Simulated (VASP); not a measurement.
CdS3:

```xyz
8
Lattice="6.4076 0.0000 0.0000 -3.2038 5.5491 0.0000 0.0000 0.0000 4.8297" Properties=species:S:1:pos:R:3 pbc="T T T"
Cd    0.0000    3.6994    3.6223
Cd    3.2038    1.8497    1.2074
S     0.0000    1.9957    1.2074
S     1.4755    4.5513    1.2074
S    -1.4755    4.5513    1.2074
S     3.2038    3.5535    3.6223
S     1.7283    0.9978    3.6223
S     4.6793    0.9978    3.6223
```

| Quantity | Value |
| --- | --- |
| Program | VASP 6.6.1 |
| Task | relaxation of cell and atoms |
| Functional | PBE |
| Potentials or basis | VASP PAW PBE potentials, release 64 (Cd, S) |
| Cutoff | 500 eV |
| k mesh | 3 × 3 × 4 |
| Occupations | gaussian, width 0.1 eV |
| Spin | no spin polarisation |

At the start: pressure -6.7 GPa; volume 21.47 Å³/atom.

Problem. Where does the relaxation end?

Solution. Over 77 steps the energy falls by 256.7 meV/atom and the volume is 33.37 Å³/atom (+55.5 %); space group P6_3/mmc (No. 194, to 0.05 Å).

The path:
```tsv
step	energy change (eV)	largest force (eV/Å)	pressure (GPa)	volume (Å³)
1	0.0000	0.4176	-6.70	171.73
3	-0.5138	0.0028	-0.02	151.14
5	-0.5182	0.0205	-0.21	151.37
7	-0.5717	0.0994	0.12	149.78
9	-0.5965	0.1457	0.88	148.41
11	-0.6002	0.1584	1.05	148.28
13	-0.6088	0.2176	0.83	150.01
15	-0.6162	0.2167	0.62	150.30
17	-0.6471	0.3282	-1.24	156.23
19	-0.6775	0.3453	-1.15	157.07
21	-0.8657	0.5260	-0.28	160.87
23	0.1933	4.4320	15.45	176.69
25	-1.2306	0.7766	6.03	170.49
27	-1.2796	0.2630	4.49	168.91
29	-1.2876	0.4768	4.96	170.46
31	-1.3351	0.4140	4.45	172.46
33	-1.5002	0.1229	2.46	181.64
35	-1.5997	0.7329	-1.81	221.65
37	-1.6408	0.3048	-0.56	204.25
39	-1.6655	0.0271	0.24	209.40
41	-1.6712	0.1419	0.97	213.34
43	-1.7084	0.1376	1.22	221.65
45	-1.6507	2.0500	3.54	261.75
47	-1.7769	0.8300	2.35	242.50
49	-1.7906	0.9404	2.39	247.36
51	-1.8137	1.1021	2.33	256.28
53	-1.9205	0.5797	1.15	270.31
55	-1.9730	0.0126	-0.05	290.40
57	-1.9941	0.2489	0.17	295.79
59	-2.0012	0.1794	0.00	298.82
61	-2.0060	0.0495	-0.23	300.63
63	-2.0150	0.2358	-0.03	297.04
65	-2.0201	0.1328	-0.18	295.81
67	-2.0258	0.0038	-0.37	292.74
69	-2.0413	0.1063	-0.10	281.87
71	-2.0446	0.2082	0.15	274.05
73	-2.0501	0.0118	-0.08	268.79
75	-2.0505	0.0144	-0.08	268.48
77	-2.0533	0.0128	0.01	267.00
```

Final structure:
```xyz
8
Lattice="6.8308 0.0000 0.0000 -3.4154 5.9157 0.0000 0.0000 0.0000 6.6074" Properties=species:S:1:pos:R:3 pbc="T T T"
Cd    0.0000    3.9438    4.9555
Cd    3.4154    1.9719    1.6518
S     0.0000    2.7378    1.6518
S     1.0444    4.5468    1.6518
S    -1.0444    4.5468    1.6518
S     3.4154    3.1779    4.9555
S     2.3710    1.3689    4.9555
S     4.4598    1.3689    4.9555
```

Caveat: the volume moved by over 15 % at a fixed basis, so the end points are rough.
